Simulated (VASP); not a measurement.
ZrH3, 4 atoms in the cell. Symmetry: Pm-3m, No. 221, cubic system. The conventional cell has a = 3.126 Å, b = 3.126 Å, c = 3.126 Å, α = 90.00°, β = 90.00°, γ = 90.00°. Zr (site symmetry m-3m) has 12 H at 2.21 Å within 2.9 Å. Within 2.9 Å of H (site symmetry 4/mmm) lie 4 Zr at 2.21 Å and 8 H at 2.21 Å. 

```yaml
Program: VASP 6.6.1
Task: single point
Functional: r2SCAN
Dispersion: D3(BJ)
Potentials_or_basis: VASP PAW PBE potentials, release 64 (Zr_sv, H)
Cutoff: 520 eV
k_mesh: 4 × 4 × 4
Occupations: fermi-dirac, width 0.3 eV
Spin: no spin polarisation
Dipole_correction: no
Further_INCAR_settings: ALGO = Normal; EDIFF = 1e-07; NBANDS = 16
```

Potentials or basis: VASP PAW PBE potentials, release 64 (Zr_sv, H).

Command:

```bash
$ cat potpaw_PBE.64/Zr_sv/POTCAR potpaw_PBE.64/H/POTCAR > POTCAR
$ cp INCAR.step1 INCAR
$ mpirun -np 1 vasp_std > vasp.out
$ cp INCAR.step2 INCAR
$ mpirun -np 1 vasp_std > vasp.out
```

Hardware: 1 thread of Intel(R) Xeon(R) 6975P-C (Granite Rapids), on a shared host.

Question: How long does it take, and how much memory?

Answer: It took 18 s on 1 thread of Intel(R) Xeon(R) 6975P-C (Granite Rapids) (shared host), peak memory 0.15 GiB. Counts: k points 10.
